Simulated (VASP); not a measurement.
Runs of VASP 6.6.1 on Si. The structure is that of space group Imma (No. 74), or close to it. The cells are those of the table. 

| cell | gap on the mesh (eV) | pressure (GPa) | largest force (eV/Å) |
| --- | --- | --- | --- |
| a = 3.531 Å, angles 100.7, 95.6, 135.8°, 2 atoms | none | (a) | 0.28 |
| a = 3.456 Å, angles 103.7, 93.4, 134.8°, 2 atoms | none | 18.5 | 0.81 |
| a = 3.768 Å, angles 92.4, 102.0, 138.7°, 2 atoms | none | (b) | 0.17 |
| a = 3.686 Å, angles 95.0, 99.9, 137.7°, 2 atoms | none | -5.6 | 0.13 |
| a = 3.727 Å, angles 93.7, 101.0, 138.2°, 2 atoms | none | -7.3 | 0.16 |
| a = 3.493 Å, angles 102.2, 94.5, 135.3°, 2 atoms | none | 12.1 | 0.50 |

Alike in all rows: task single point; level LDA; potentials or basis VASP PAW LDA potentials, release 64 (Si); no spin polarisation; k mesh 20 × 20 × 20; cutoff (eV) 520; smearing gaussian 0.15 eV.

Q: Estimate the missing entries.

A: (a) 6.9; (b) -8.6.

Caveats: the cell stands under pressure (at least some runs); the cell stands under tension (at least some runs).

A gap of «none» marks levels without a gap at the run's occupations.
